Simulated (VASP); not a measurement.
# AlCo (Pm-3m) in VASP: single point with PBE

Aim: the single point of AlCo with PBE.

Program: VASP 6.6.1. These are calculated values, not measurements. Logs are shortened: lines on timing, memory, paths and dates and some standing lists are left out, and cuts for length are marked.

### 1 The cell of the first run

It takes space group Pm-3m (No. 221, cubic). The conventional cell has a = 2.853 Å, b = 2.853 Å, c = 2.853 Å, α = 90.00°, β = 90.00°, γ = 90.00°. Within 3.3 Å of Al (site symmetry m-3m) lie 8 Co at 2.47 Å and 6 Al at 2.85 Å. Co (site symmetry m-3m) has 8 Al at 2.47 Å and 6 Co at 2.85 Å within 3.3 Å.

### 2 Single point, PBE, collinear spin, ferromagnetic start

INCAR

```
PREC     = Accurate       # precision mode
ENCUT    = 690            # plane-wave cutoff, eV
EDIFF    = 1E-6           # SCF threshold, eV
ISMEAR   = 0              # smearing method
SIGMA    = 0.1            # smearing width, eV
LREAL    = False          # projectors in reciprocal space
LASPH    = True           # aspherical terms in the spheres
NELM     = 200            # most SCF steps
ALGO     = Normal         # electronic algorithm
ISIF     = 2              # what is computed and relaxed
LWAVE    = False          # write WAVECAR
LCHARG   = False          # write CHGCAR
ISPIN    = 2              # spin polarisation
MAGMOM   = 0 3            # initial moments
LORBIT   = 11             # projections on sites
LMAXMIX  = 4              # l up to which the mixer works
GGA      = PE             # functional
NBANDS   = 21             # bands
GGA_COMPAT= False
```

KPOINTS

```
Automatic mesh
0
Gamma
  6 6 6
```

POSCAR

```
AlCo
1.0
    2.8525284611      0.0000000000      0.0000000000
    0.0000000000      2.8525284611      0.0000000000
    0.0000000000      0.0000000000      2.8525284611
Al Co
1 1
Direct
    0.0000000000      0.0000000000      0.0000000000
    0.5000000000      0.5000000000      0.5000000000
```

Potentials or basis: VASP PAW PBE potentials, release 64 (Al, Co_sv).

Command:

```sh
$ cat potpaw_PBE.64/Al/POTCAR potpaw_PBE.64/Co_sv/POTCAR > POTCAR
$ mpirun -np 1 vasp_std > vasp.out
```

OUTCAR:

```text
PREC = Accurate
   ENCUT = 690
   EDIFF = 1E-6
   ISMEAR = 0
   LREAL = False
   LASPH = True
   NELM = 200
   ISIF = 2
   ISPIN = 2
   LORBIT = 11
   GGA = PE

 ion  position               nearest neighbor table
   1  0.000  0.000  0.000-   2 2.47   2 2.47   2 2.47   2 2.47   2 2.47   2 2.47   2 2.47   2 2.47

   2  0.500  0.500  0.500-   1 2.47   1 2.47   1 2.47   1 2.47   1 2.47   1 2.47   1 2.47   1 2.47

  LATTYP: Found a simple cubic cell.
 ALAT       =     2.8525284611

  Lattice vectors:

 A1 = (   2.8525284611,   0.0000000000,   0.0000000000)
 A2 = (   0.0000000000,   2.8525284611,   0.0000000000)
 A3 = (   0.0000000000,   0.0000000000,   2.8525284611)

Analysis of symmetry for initial positions (statically):
=====================================================================
 Subroutine PRICEL returns:
 Original cell was already a primitive cell.

 Routine SETGRP: Setting up the symmetry group for a
 simple cubic supercell.

 Subroutine GETGRP returns: Found 48 space group operations
 (whereof 48 operations were pure point group operations)
 out of a pool of 48 trial point group operations.

The static configuration has the point symmetry O_h .

Analysis of symmetry for dynamics (positions and initial velocities):
=====================================================================
 Subroutine PRICEL returns:
 Original cell was already a primitive cell.

 Routine SETGRP: Setting up the symmetry group for a
 simple cubic supercell.

 Subroutine GETGRP returns: Found 48 space group operations
 (whereof 48 operations were pure point group operations)
 out of a pool of 48 trial point group operations.

The dynamic configuration has the point symmetry O_h .

Analysis of structural, dynamic, and magnetic symmetry:
=====================================================================
 Subroutine PRICEL returns:
 Original cell was already a primitive cell.

 Routine SETGRP: Setting up the symmetry group for a
 simple cubic supercell.

 Subroutine GETGRP returns: Found 48 space group operations
 (whereof 48 operations were pure point group operations)
 out of a pool of 48 trial point group operations.

The overall configuration has the point symmetry O_h .

 Subroutine INISYM returns: Found 48 space group operations
 (whereof 48 operations are pure point group operations),
 and found     1 'primitive' translations

----------------------------------------------------------------------------------------

                                     Primitive cell

  volume of cell :      23.2108

  direct lattice vectors                    reciprocal lattice vectors
     2.852528461  0.000000000  0.000000000     0.350566178  0.000000000  0.000000000
     0.000000000  2.852528461  0.000000000     0.000000000  0.350566178  0.000000000
     0.000000000  0.000000000  2.852528461     0.000000000  0.000000000  0.350566178

  length of vectors
     2.852528461  2.852528461  2.852528461     0.350566178  0.350566178  0.350566178

  position of ions in fractional coordinates (direct lattice)
     0.000000000  0.000000000  0.000000000
     0.500000000  0.500000000  0.500000000

  ion indices of the primitive-cell ions
   primitive index   ion index
                 1           1
                 2           2

----------------------------------------------------------------------------------------

 KPOINTS: Automatic mesh

Automatic generation of k-mesh.
 Grid dimensions read from file:
 generate k-points for:    6    6    6

 Generating k-lattice:

  Cartesian coordinates                     Fractional coordinates (reciprocal lattice)
     0.058427696  0.000000000  0.000000000     0.166666667  0.000000000  0.000000000
     0.000000000  0.058427696  0.000000000     0.000000000  0.166666667  0.000000000
     0.000000000  0.000000000  0.058427696     0.000000000  0.000000000  0.166666667

  Length of vectors
     0.058427696  0.058427696  0.058427696

  Shift w.r.t. Gamma in fractional coordinates (k-lattice)
     0.000000000  0.000000000  0.000000000

 Subroutine IBZKPT returns following result:
 ===========================================

 Found     20 irreducible k-points:

 Following reciprocal coordinates:
            Coordinates               Weight
  0.000000  0.000000  0.000000      1.000000
  0.166667  0.000000  0.000000      6.000000
  0.333333  0.000000  0.000000      6.000000
  0.500000  0.000000  0.000000      3.000000
  0.166667  0.166667  0.000000     12.000000
  0.333333  0.166667  0.000000     24.000000
[... 12 lines left out ...]
  0.500000  0.500000  0.333333      6.000000
  0.500000  0.500000  0.500000      1.000000
   k-points           NKPTS =     20   k-points in BZ     NKDIM =     20   number of bands    NBANDS=     21
   number of dos      NEDOS =    301   number of ions     NIONS =      2
   total plane-waves  NPLWV =  13824
   dimension x,y,z NGX =    24 NGY =   24 NGZ =   24
   dimension x,y,z NGXF=    48 NGYF=   48 NGZF=   48
   ions per type =               1   1
   NGX,Y,Z   is equivalent  to a cutoff of  13.99, 13.99, 13.99 a.u.
   NGXF,Y,Z  is equivalent  to a cutoff of  27.97, 27.97, 27.97 a.u.
 SYSTEM =  unknown system
   PREC   = accura    normal or accurate (medium, high low for compatibility)
   ISTART =      0    job   : 0-new  1-cont  2-samecut
   ICHARG =      2    charge: 1-file 2-atom 10-const
   ISPIN  =      2    spin polarized calculation?
   LNONCOLLINEAR =      F non collinear calculations
   LSORBIT =      F    spin-orbit coupling
   LASPH  =      T    aspherical Exc in radial PAW
   ENCUT  =  690.0 eV  50.71 Ry    7.12 a.u.   6.11  6.11  6.11*2*pi/ulx,y,z
   NELM   =    200;   NELMIN=  2; NELMDL= -5     # of ELM steps
   EDIFF  = 0.1E-05   stopping-criterion for ELM
   LREAL  =      F    real-space projection
   EDIFFG = 0.1E-04   stopping-criterion for IOM
   NSW    =      0    number of steps for IOM
   IBRION =     -1    ionic relax: 0-MD 1-quasi-New 2-CG
   NFREE  =      0    steps in history (QN), initial steepest desc. (CG)
   ISIF   =      2    stress and relaxation
   ISYM   =      2    0-nonsym 1-usesym 2-fastsym
   POTIM  = 0.5000    time-step for ionic-motion
   TEBEG  =    0.0;   TEEND  =   0.0 temperature during run
   PSTRESS=    0.0 pullay stress
   NELECT =      20.0000    total number of electrons
   NUPDOWN=      -1.0000    fix difference up-down
   EMIN   =  10.00;   EMAX   =-10.00  energy-range for DOS
   EFERMI =   0.00;   METHOD = LEGACY
   ISMEAR =     0;   SIGMA  =   0.10  broadening in eV -4-tet -1-fermi 0-gaus
   EFERMI_NEDOS =   21; number of points for ismear=-14 and -15
   IALGO  =     38    algorithm
   IMIX   =      4    mixing-type and parameters
     AMIX     =   0.40;   BMIX     =  1.00
     AMIX_MAG =   1.60;   BMIX_MAG =  1.00
  volume/ion in A,a.u.               =      11.61        78.32
  Fermi-wavevector in a.u.,A,eV,Ry     =   1.557835  2.943882 33.019305  2.426850
  Thomas-Fermi vector in A             =   2.661428
   LORBIT       =     11    0 simple, 1 ext, 2 COOP (PROOUT), +10 PAW based schemes
   GGA     = PE    functional components
   LHFCALC =     F    Hartree Fock is set to
   AEXX    =    0.0000 exact exchange contribution
   IVDW    =     0    specifies the selected vdW correction
   LEPSILON=     F    determine dielectric tensor
   LRPA    =     F    only Hartree local field effects (RPA)
 spin polarized calculation
 Gauss-broadening in eV      SIGMA  =   0.10
  energy-cutoff  :      690.00
  volume of cell :       23.21
 maximum number of plane-waves:       976
   NGX = 13   NGY = 13   NGZ = 13

 number of electron      19.9999995 magnetization       0.2438026

 Free energy of the ion-electron system (eV)
  ---------------------------------------------------
  ext. energy  EPLUGINS =         0.00000000
  ---------------------------------------------------
  free energy    TOTEN  =       -12.05211479 eV

  energy without entropy =      -12.04492920  energy(sigma->0) =      -12.04852200

 E-fermi :  11.3012     XC(G=0): -12.4800

 val. band max:       11.2871168375   @ k =   0.5000   0.1667   0.0000
 cond. band min:      11.3047024707   @ k =   0.5000   0.3333   0.1667
 fundamental gap:      0.0175856332
 Fermi energy:        11.3011569217

 spin component 1

 k-point     1 :       0.0000    0.0000    0.0000
  band No.  band energies     occupation
      1     -83.5660      1.00000
      2     -46.8486      1.00000
      3     -46.8486      1.00000
      4     -46.8486      1.00000
      5       0.2952      1.00000
      6       8.2233      1.00000
[... 13 lines left out ...]
     20      34.9257      0.00000
     21      34.9257      0.00000
[... 433 lines left out ...]
 k-point    20 :       0.5000    0.5000    0.5000
  band No.  band energies     occupation
      1     -83.5573      1.00000
      2     -46.8822      1.00000
      3     -46.8822      1.00000
      4     -46.8822      1.00000
      5       7.3876      1.00000
      6       7.3876      1.00000
[... 13 lines left out ...]
     20      43.2579      0.00000
     21      43.2579      0.00000
 Fermi energy:        11.3011569217

 spin component 2

 k-point     1 :       0.0000    0.0000    0.0000
  band No.  band energies     occupation
      1     -83.2016      1.00000
      2     -46.4938      1.00000
      3     -46.4938      1.00000
      4     -46.4938      1.00000
      5       0.2582      1.00000
      6       8.5891      1.00000
[... 13 lines left out ...]
     20      34.8613      0.00000
     21      34.8613      0.00000
[... 433 lines left out ...]
 k-point    20 :       0.5000    0.5000    0.5000
  band No.  band energies     occupation
      1     -83.1928      1.00000
      2     -46.5281      1.00000
      3     -46.5281      1.00000
      4     -46.5281      1.00000
      5       7.4548      1.00000
      6       7.4548      1.00000
[... 13 lines left out ...]
     20      43.2496      0.00000
     21      43.2496      0.00000

------------------------ aborting loop because EDIFF is reached ----------------------------------------

  FORCE on cell =-STRESS in cart. coord.  units (eV):
  Direction    XX          YY          ZZ          XY          YZ          ZX
  --------------------------------------------------------------------------------------
  -------------------------------------------------------------------------------------
  Total        0.0081927      0.0081927      0.0081927     -0.0000000      0.0000000     -0.0000000
  in kB        0.5655228      0.5655228      0.5655228     -0.0000000      0.0000000     -0.0000000
  external PRESSURE =       0.5655228 kB  Pullay stress =       0.0000000 kB

 VOLUME and BASIS-vectors are now :
 -----------------------------------------------------------------------------
  energy-cutoff  :      690.00
  volume of cell :       23.21
      direct lattice vectors                 reciprocal lattice vectors
     2.852528461  0.000000000  0.000000000     0.350566178  0.000000000  0.000000000
     0.000000000  2.852528461  0.000000000     0.000000000  0.350566178  0.000000000
     0.000000000  0.000000000  2.852528461     0.000000000  0.000000000  0.350566178

 POSITION                                       TOTAL-FORCE (eV/Angst)
 -----------------------------------------------------------------------------------
      0.00000      0.00000      0.00000         0.000000      0.000000      0.000000
      1.42626      1.42626      1.42626         0.000000      0.000000      0.000000
 -----------------------------------------------------------------------------------
    total drift:                                0.000000      0.000000     -0.000000

  FREE ENERGIE OF THE ION-ELECTRON SYSTEM (eV)
  ---------------------------------------------------
  free  energy   TOTEN  =       -12.0521147913 eV

  energy  without entropy=      -12.0449292018  energy(sigma->0) =      -12.04852200

 total charge

# of ion       s       p       d       tot
------------------------------------------
    1        0.393   0.430   0.000   0.824
    2        2.215   6.106   6.870  15.191
--------------------------------------------------
tot          2.608   6.537   6.870  16.015

 magnetization (x)

# of ion       s       p       d       tot
------------------------------------------
    1       -0.002  -0.005   0.000  -0.008
    2        0.001  -0.002   0.296   0.295
--------------------------------------------------
tot         -0.001  -0.008   0.296   0.288
```

Run time: 16 s. Hardware: 1 thread of Intel Xeon Platinum 8259CL at 2.50GHz (Skylake/Cascade Lake), shared host; peak memory 0.16 GiB.

Results:

```yaml
Free_energy: -12.0521 eV
Pressure: 0.1 GPa
Net_moment: 0.24 μB per cell
Site_moments: Al -0.01; Co +0.29 μB
Valence_electrons_inside_the_program's_atomic_spheres: Al 0.82; Co 15.19
```

Caveat: the k points lie up to 0.37 Å⁻¹ apart.
